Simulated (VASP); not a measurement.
# Al18N17 (a cell with a defect) in VASP: single point with PBE

Aim: the single point of Al18N17 (a cell with a defect) with PBE.

Everything below comes from runs of VASP 6.6.1. Logs are shortened: lines on timing, memory, paths and dates and some standing lists are left out, and cuts for length are marked.

### Step 1. The cell of the first run

The cell holds a defect, 35 atoms: a = 7.387 Å, b = 7.387 Å, c = 7.387 Å, α = 78.93°, β = 78.93°, γ = 78.93°.

### Step 2. Single point, PBE, collinear spin

The input, INCAR:

```
PREC = Accurate
ENCUT = 520
EDIFF = 1E-6
ISMEAR = 0
SIGMA = 0.02
LREAL = Auto
LASPH = T
NELM = 150
ALGO = Normal
ISIF = 2
LWAVE = F
LCHARG = F
ISPIN = 2
MAGMOM = 0.5 0 0 0 0 0 0 0 0 0.5 0 0.5 0.5 0 0 0 0 0 0 0 0 0 0 0 0 0 0 0 0 0 0 0 0 0 0
LORBIT = 11
GGA = PE
NBANDS = 96
NELECT = 138.0
```

The input, KPOINTS:

```
Automatic mesh
0
Gamma
  2 2 2
  0.5 0.5 0.5
```

The input, POSCAR:

```
Al18N17
1.0
    4.6953054387     -2.7108358590     -5.0180193796
   -4.6953054387     -2.7108358590     -5.0180193796
    0.0000000000      5.4216717179     -5.0180193796
Al N
18 17
Direct
    0.2833578701      0.2841136612      0.9497721781
    0.9438265800      0.2784791134      0.2786535529
    0.6122728397      0.9445872850      0.9441236903
    0.6122640734      0.2784770115      0.6102451340
    0.2777452918      0.9445768427      0.2786615702
    0.9438451157      0.6130060763      0.9441223722
    0.9441049214      0.9448464719      0.6104925694
    0.6106616079      0.6113977295      0.2770394077
    0.2777384556      0.6129961744      0.6102404237
    0.8834988712      0.2249660128      0.8906267974
    0.5560178652      0.2231142408      0.2223957343
    0.2242333280      0.8842098385      0.8906321009
    0.2242604074      0.2250121105      0.5497762661
    0.8876419710      0.8883888481      0.2221379024
    0.5560182041      0.5567400195      0.8887869699
    0.5557403347      0.8883823240      0.5540437897
    0.2223773792      0.5567426799      0.2223951700
    0.8876393165      0.5564725983      0.5540462924
    0.8186763222      0.1505536635      0.1502345208
    0.4838411528      0.8194056146      0.8162124552
    0.4838432652      0.1505522666      0.4850636702
    0.1498205314      0.8194106239      0.1502436016
    0.8186811964      0.4845695950      0.8162115123
    0.8173075431      0.8180445680      0.4837000381
    0.4829402888      0.4836745413      0.1493362409
    0.1498131462      0.4845921591      0.4850611937
    0.0940778887      0.4284596671      0.0941049274
    0.7611213909      0.4288236957      0.4275184432
    0.4277142870      0.0948248968      0.0940993147
    0.4277034879      0.4284436312      0.7604927643
    0.0954912388      0.0962301156      0.4302880190
    0.7611300169      0.7618670184      0.0944760746
    0.7639216194      0.0962253498      0.7618671829
    0.4280861567      0.7618638137      0.4275178931
    0.0954918845      0.7646637312      0.7618725247
```

Potentials or basis: VASP PAW PBE potentials, release 64 (Al, N).

On the command line:

```console
$ cat potpaw_PBE.64/Al/POTCAR potpaw_PBE.64/N/POTCAR > POTCAR
$ mpirun -np 1 vasp_std > vasp.out
```

OUTCAR:

```text
PREC = Accurate
   ENCUT = 520
   EDIFF = 1E-6
   ISMEAR = 0
   LREAL = Auto
   LASPH = T
   NELM = 150
   ISIF = 2
   ISPIN = 2
   LORBIT = 11
   GGA = PE
   NELECT = 138.0

 ion  position               nearest neighbor table
   1  0.283  0.284  0.950-  30 1.88  27 1.88  29 1.88  17 3.03  11 3.03  15 3.03   6 3.14   2 3.14
                             9 3.14   5 3.14   4 3.14   3 3.14  10 3.19  12 3.19  13 3.19
   2  0.944  0.278  0.279-  28 1.89  27 1.91  31 1.91  19 1.91  13 3.07  18 3.08  11 3.09  10 3.09
                            17 3.10  14 3.10   4 3.11   7 3.12   8 3.13   5 3.14   1 3.14   6 3.14
   3  0.612  0.945  0.944-  32 1.89  29 1.91  33 1.91  20 1.91  10 3.07  14 3.08  15 3.09  12 3.09
                            11 3.10  16 3.10   6 3.11   7 3.12   8 3.13   4 3.14   1 3.14   5 3.14
   4  0.612  0.278  0.610-  28 1.89  30 1.91  33 1.91  21 1.91  10 3.07  18 3.08  11 3.09  13 3.09
                            15 3.10  16 3.10   2 3.11   7 3.12   8 3.13   3 3.14   1 3.14   9 3.14
   5  0.278  0.945  0.279-  34 1.89  29 1.91  31 1.91  22 1.91  13 3.07  16 3.08  17 3.09  12 3.09
                            11 3.10  14 3.10   9 3.11   7 3.12   8 3.13   2 3.14   1 3.14   3 3.14
   6  0.944  0.613  0.944-  32 1.89  27 1.90  35 1.91  23 1.91  12 3.07  14 3.08  15 3.09  10 3.09
                            17 3.10  18 3.10   3 3.11   7 3.12   8 3.13   9 3.14   1 3.14   2 3.14
   7  0.944  0.945  0.610-  33 1.90  35 1.90  31 1.90  24 1.91  14 3.09  16 3.09  18 3.09  10 3.11
                            12 3.11  13 3.11   3 3.12   6 3.12   4 3.12   5 3.12   2 3.12   9 3.12
   8  0.611  0.611  0.277-  32 1.90  28 1.90  34 1.90  25 1.92  15 3.08  11 3.08  17 3.08  14 3.08
                            18 3.08  16 3.08   2 3.13   5 3.13   6 3.13   3 3.13   9 3.13   4 3.13
   9  0.278  0.613  0.610-  34 1.89  30 1.90  35 1.91  26 1.91  12 3.07  16 3.08  17 3.09  13 3.09
[... 22 lines left out ...]
  22  0.150  0.819  0.150-  12 1.88  14 1.90  17 1.91   5 1.91
  23  0.819  0.485  0.816-  10 1.88  18 1.90  15 1.91   6 1.91
  24  0.817  0.818  0.484-  14 1.90  16 1.90  18 1.90   7 1.91
[... 9 lines left out ...]
  34  0.428  0.762  0.428-   5 1.89   9 1.89   8 1.90  16 1.91
  35  0.095  0.765  0.762-  12 1.89   7 1.90   9 1.91   6 1.91

  LATTYP: Found a trigonal (rhomboedric) cell.
 ALAT       =     7.3874923155
 COS(alpha) =     0.1920888352

  Lattice vectors:

 A1 = (   4.6953054387,  -2.7108358590,  -5.0180193796)
 A2 = (  -4.6953054387,  -2.7108358590,  -5.0180193796)
 A3 = (   0.0000000000,   5.4216717179,  -5.0180193796)

Analysis of symmetry for initial positions (statically):
=====================================================================
 Subroutine PRICEL returns:
 Original cell was already a primitive cell.

 Routine SETGRP: Setting up the symmetry group for a
 trigonal (rhombohedral) supercell.

 Subroutine GETGRP returns: Found  1 space group operations
 (whereof  1 operations were pure point group operations)
 out of a pool of 12 trial point group operations.

[... 227 lines left out ...]
 cond. band min:       9.5785523073   @ k =   0.2500   0.2500  -0.2500
 fundamental gap:      3.3414425655
 Fermi energy:         6.3369513820

 spin component 1

 k-point     1 :       0.2500    0.2500    0.2500
  band No.  band energies     occupation
      1      -8.9281      1.00000
      2      -8.0160      1.00000
      3      -8.0159      1.00000
      4      -7.8630      1.00000
      5      -7.5790      1.00000
      6      -7.5789      1.00000
[... 325 lines left out ...]
     80      12.3179      0.00000
     81      12.3473      0.00000
 Fermi energy:         6.3369513820

 spin component 2

 k-point     1 :       0.2500    0.2500    0.2500
  band No.  band energies     occupation
      1      -8.9281      1.00000
      2      -8.0160      1.00000
      3      -8.0159      1.00000
      4      -7.8630      1.00000
      5      -7.5790      1.00000
      6      -7.5789      1.00000
[... 325 lines left out ...]
     80      12.3178      0.00000
     81      12.3473      0.00000
 [bands above 81 left out]

------------------------ aborting loop because EDIFF is reached ----------------------------------------

  FORCE on cell =-STRESS in cart. coord.  units (eV):
  Direction    XX          YY          ZZ          XY          YZ          ZX
  --------------------------------------------------------------------------------------
  -------------------------------------------------------------------------------------
  Total      -11.1136829    -11.1112931    -12.0384076      0.0000266     -0.0084852     -0.0010463
  in kB      -46.4641427    -46.4541513    -50.3302362      0.0001111     -0.0354750     -0.0043745
  external PRESSURE =     -47.7495101 kB  Pullay stress =       0.0000000 kB

 VOLUME and BASIS-vectors are now :
 -----------------------------------------------------------------------------
  energy-cutoff  :      520.00
  volume of cell :      383.22
      direct lattice vectors                 reciprocal lattice vectors
     4.695305439 -2.710835859 -5.018019380     0.106489345 -0.061481652 -0.066427271
    -4.695305439 -2.710835859 -5.018019380    -0.106489345 -0.061481652 -0.066427271
     0.000000000  5.421671718 -5.018019380     0.000000000  0.122963304 -0.066427271

 POSITION                                       TOTAL-FORCE (eV/Angst)
 -----------------------------------------------------------------------------------
     -0.00355      3.61103     -7.61356         0.002486     -0.001243     -0.029492
      3.12401     -1.80270     -7.53184        -0.005506      0.002021      0.000092
     -1.56032      0.89834    -12.54999         0.007376      0.005810      0.002330
      1.56723      0.89390     -7.53198        -0.001965     -0.006312     -0.003432
     -3.13098     -1.80270     -7.53197         0.005451      0.000890      0.000006
      1.55339      0.89835    -12.54993        -0.009716      0.003588      0.001486
[... 27 lines left out ...]
     -1.56719     -0.90790     -8.11649        -0.002208      0.002638     -0.001379
     -3.14197      1.79888     -8.13937        -0.000748      0.000347      0.008242
 -----------------------------------------------------------------------------------
    total drift:                               -0.001005     -0.007278      0.002656

  FREE ENERGIE OF THE ION-ELECTRON SYSTEM (eV)
  ---------------------------------------------------
  free  energy   TOTEN  =      -263.2065718831 eV

  energy  without entropy=     -263.2065718831  energy(sigma->0) =     -263.20657188

 total charge

# of ion       s       p       d       tot
------------------------------------------
    1        0.374   0.406   0.000   0.780
    2        0.363   0.425   0.000   0.788
    3        0.363   0.425   0.000   0.788
    4        0.363   0.425   0.000   0.788
    5        0.363   0.425   0.000   0.788
    6        0.363   0.425   0.000   0.788
[... 27 lines left out ...]
   34        1.221   2.625   0.000   3.846
   35        1.223   2.615   0.000   3.838
--------------------------------------------------
tot         27.350  52.040   0.000  79.391

 magnetization (x)

# of ion       s       p       d       tot
------------------------------------------
    1       -0.000  -0.000   0.000  -0.000
    2       -0.000  -0.000   0.000  -0.000
    3       -0.000  -0.000   0.000  -0.000
    4       -0.000  -0.000   0.000  -0.000
    5       -0.000  -0.000   0.000  -0.000
    6       -0.000  -0.000   0.000  -0.000
[... 27 lines left out ...]
   34        0.000   0.000   0.000   0.000
   35        0.000   0.000   0.000   0.000
--------------------------------------------------
tot          0.000   0.000   0.000   0.000
```

OSZICAR:

```text
N       E                     dE             d eps       ncg     rms          rms(c)
DAV:   1     0.558792302894E+03    0.55879E+03   -0.63366E+04  1536   0.129E+03
DAV:   2    -0.240401145245E+03   -0.79919E+03   -0.76644E+03  1912   0.258E+02
DAV:   3    -0.302773093207E+03   -0.62372E+02   -0.61918E+02  1848   0.758E+01
DAV:   4    -0.303700039655E+03   -0.92695E+00   -0.92437E+00  1872   0.101E+01
DAV:   5    -0.303717427943E+03   -0.17388E-01   -0.17379E-01  1920   0.135E+00    0.354E+01
DAV:   6    -0.263202909130E+03    0.40515E+02   -0.16622E+02  1792   0.342E+01    0.124E+01
DAV:   7    -0.263334388258E+03   -0.13148E+00   -0.52801E+00  1752   0.656E+00    0.841E+00
DAV:   8    -0.263220784145E+03    0.11360E+00   -0.58944E-01  1832   0.296E+00    0.207E+00
DAV:   9    -0.263204258395E+03    0.16526E-01   -0.87487E-02  1920   0.879E-01    0.102E+00
DAV:  10    -0.263203649143E+03    0.60925E-03   -0.16573E-02  1792   0.372E-01    0.496E-01
DAV:  11    -0.263206317166E+03   -0.26680E-02   -0.36527E-03  1720   0.211E-01    0.113E-01
DAV:  12    -0.263206481919E+03   -0.16475E-03   -0.57100E-04  1816   0.104E-01    0.561E-02
DAV:  13    -0.263206557615E+03   -0.75696E-04   -0.23809E-04  1744   0.513E-02    0.271E-02
DAV:  14    -0.263206567679E+03   -0.10064E-04   -0.26168E-05  2200   0.243E-02    0.135E-02
DAV:  15    -0.263206572095E+03   -0.44161E-05   -0.13375E-05  1664   0.121E-02    0.823E-03
DAV:  16    -0.263206571883E+03    0.21235E-06   -0.15469E-06  1272   0.584E-03
   1 F= -.26320657E+03 E0= -.26320657E+03  d E =-.124872E-12  mag=    -0.0002
```

It took 9.8 min on 1 thread of Oxide Virtual Turin-like, shared host; peak memory 0.61 GiB.

Results:

```
Free energy                                           : -263.2066 eV
Largest force                                         : 0.030 eV/Å
Net moment                                            : 0.00 μB per cell
Valence electrons inside the program's atomic spheres : Al 0.78, 0.79, 0.77 (each value once); N 3.84, 3.85 (each value once)
```

Forces on the atoms (eV/Å):
```
Al   0.002 -0.001 -0.029
Al  -0.006  0.002  0.000
Al   0.007  0.006  0.002
Al  -0.002 -0.006 -0.003
Al   0.005  0.001  0.000
Al  -0.010  0.004  0.001
Al   0.001 -0.002  0.006
Al  -0.002  0.002 -0.002
Al   0.001 -0.008 -0.004
Al  -0.016  0.008  0.002
Al  -0.009 -0.004  0.002
Al   0.017  0.009  0.000
Al   0.000 -0.015  0.001
Al   0.003  0.004  0.012
Al   0.001  0.006  0.004
Al   0.000 -0.002  0.008
Al   0.005 -0.005 -0.001
Al  -0.002 -0.003  0.007
N    0.004  0.000 -0.003
N   -0.001 -0.003 -0.005
N    0.003  0.002 -0.005
N   -0.004  0.000 -0.002
N    0.001 -0.003 -0.004
N    0.000  0.000 -0.010
N    0.000  0.001 -0.001
N   -0.002  0.003 -0.004
N    0.001  0.000  0.004
N    0.003  0.003 -0.001
N   -0.002  0.000  0.003
N    0.001  0.001  0.003
N    0.000  0.002  0.006
N    0.000 -0.004 -0.001
N    0.001  0.000  0.005
N   -0.002  0.003 -0.001
N   -0.001  0.000  0.008
```

Levels at points of the mesh, in eV from the Fermi level:
Spin up:
```
           k point  band 66  band 67  band 68  band 69  band 70  band 71  band 72  band 73
(0.25, 0.25, 0.25)    -1.09    -0.86    -0.86    -0.25     3.39     3.84     3.84     4.87
```
Spin down:
```csv
k point,band 67,band 68,band 69,band 70,band 71,band 72
"(0.25, 0.25, 0.25)",-0.86,-0.86,-0.25,3.39,3.84,3.84
```

Caveat: the cell carries a net charge on a neutralising background, which shifts energy and pressure; the cell is charged against a uniform background, so pressure and absolute levels hang on convention.
